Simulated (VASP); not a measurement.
Write the native input for VASP 6.6.1 that does the following.

| Property | Result |
| --- | --- |
| Task | single point |
| Functional | PBEsol |
| Potentials or basis | VASP PAW PBE potentials, release 64 (Al, Cu) |
| Cutoff | 520 eV |
| k mesh | 6 × 6 × 6 |
| Occupations | gaussian, width 0.1 eV |
| Spin | no spin polarisation |
| Dipole correction | no |
| Further INCAR settings | LREAL = Auto; ALGO = Fast; EDIFF = 1e-06; NBANDS = 110 |

The structure of AlCu4 lies in POSCAR:

```
AlCu4
1.0
    6.0320346823      0.0000000000      0.0000000000
    0.0000000000      6.0320346823      0.0000000000
    0.0000000000      0.0000000000      6.0320346823
Al Cu
4 16
Direct
    0.4396660968      0.9396660968      0.5603339032
    0.9396660968      0.5603339032      0.4396660968
    0.5603339032      0.4396660968      0.9396660968
    0.0603339032      0.0603339032      0.0603339032
    0.8092922658      0.3092922658      0.1907077342
    0.3092922658      0.1907077342      0.8092922658
    0.1907077342      0.8092922658      0.3092922658
    0.6907077342      0.6907077342      0.6907077342
    0.0468812228      0.8752369856      0.7014274138
    0.2985725862      0.5468812228      0.6247630144
    0.3752369856      0.7985725862      0.9531187772
    0.5468812228      0.6247630144      0.2985725862
    0.7985725862      0.9531187772      0.3752369856
    0.8752369856      0.7014274138      0.0468812228
    0.9531187772      0.3752369856      0.7985725862
    0.7014274138      0.0468812228      0.8752369856
    0.6247630144      0.2985725862      0.5468812228
    0.4531187772      0.1247630144      0.2014274138
    0.2014274138      0.4531187772      0.1247630144
    0.1247630144      0.2014274138      0.4531187772
```

The input as run:

INCAR

```
PREC     = Accurate       # precision mode
ENCUT    = 520            # plane-wave cutoff, eV
EDIFF    = 1E-6           # SCF threshold, eV
ISMEAR   = 0              # smearing method
SIGMA    = 0.1            # smearing width, eV
LREAL    = Auto         
LASPH    = True           # aspherical terms in the spheres
NELM     = 100            # most SCF steps
ALGO     = Fast           # electronic algorithm
ISIF     = 2              # what is computed and relaxed
LWAVE    = False          # write WAVECAR
LCHARG   = False          # write CHGCAR
GGA      = PS             # functional
NBANDS   = 110            # bands
```

KPOINTS

```
Automatic mesh
0
Gamma
  6 6 6
```

Potentials or basis: VASP PAW PBE potentials, release 64 (Al, Cu).

The run is started by

```bash
$ cat potpaw_PBE.64/Al/POTCAR potpaw_PBE.64/Cu/POTCAR > POTCAR
$ mpirun -np 1 vasp_std > vasp.out
```

Results of the run:

```json
{
 "Pressure": "17.9 GPa",
 "Largest force": "0.010 eV/Å",
 "Band gap on the k mesh": "zero (bands 94 and 95 overlap by 0.99 eV)"
}
```

Caveat: the cell stands under pressure; the PAW data sets were made with another functional, which shifts forces and pressure a little.

It took 15 min on 1 thread of Intel(R) Xeon(R) 6975P-C (Granite Rapids), with other jobs on the host, peak memory 0.55 GiB.
